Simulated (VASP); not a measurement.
Runs of VASP 6.6.1 on Mo3W. The structure is that of space group Fm-3m (No. 225), or close to it. The cells are those of the table. 

```tsv
task	spin	cell	k mesh	gap on the mesh (eV)	pressure (GPa)	relaxed volume (Å³/atom)
relaxation of cell and atoms	off	relaxed from a = 4.482 Å, angles 60.0°, 4 atoms	6 × 6 × 6	none	-0.2	-
single point	off	a = 4.477 Å, angles 60.0°, 4 atoms	12 × 12 × 12	none	0.5	-
relaxation of cell and atoms	off	relaxed from a = 5.824 Å, angles 60.0°, 4 atoms	4 × 4 × 4	0.29	-0.1	15.94
single point	off	a = 5.824 Å, angles 60.0°, 4 atoms	4 × 4 × 4	(a)	-34.1	-
single point	off	a = 4.482 Å, angles 60.0°, 4 atoms	4 × 4 × 4	0.29	(b)	-
relaxation of cell and atoms	off	relaxed from a = 4.477 Å, angles 60.0°, 4 atoms	12 × 12 × 12	none	0.0	15.90
single point	off	a = 4.477 Å, angles 60.0°, 4 atoms	6 × 6 × 6	none	0.5	-
single point	collinear, ferromagnetic start	a = 4.477 Å, angles 60.0°, 4 atoms	6 × 6 × 6	none	0.5	-
```

Alike in all rows: level PBE; potentials or basis VASP PAW PBE potentials, release 64 (Mo_sv, W_sv); cutoff (eV) 500; smearing gaussian 0.1 eV.

Problem. Estimate the missing entries.

Solution. (a) 0.19; (b) 0.4.

Caveats: some runs use coarse meshes; spin-orbit coupling is left out, which moves the levels of the heavy elements; the relaxation stopped at its first step, so nothing moved (some runs); the volume moved by over 15 % at a fixed basis, so the end points are rough (some runs).

A k mesh can miss the band edges, and the runs leave out spin-orbit coupling on Mo, W.

A gap of «none» marks levels without a gap at the run's occupations.
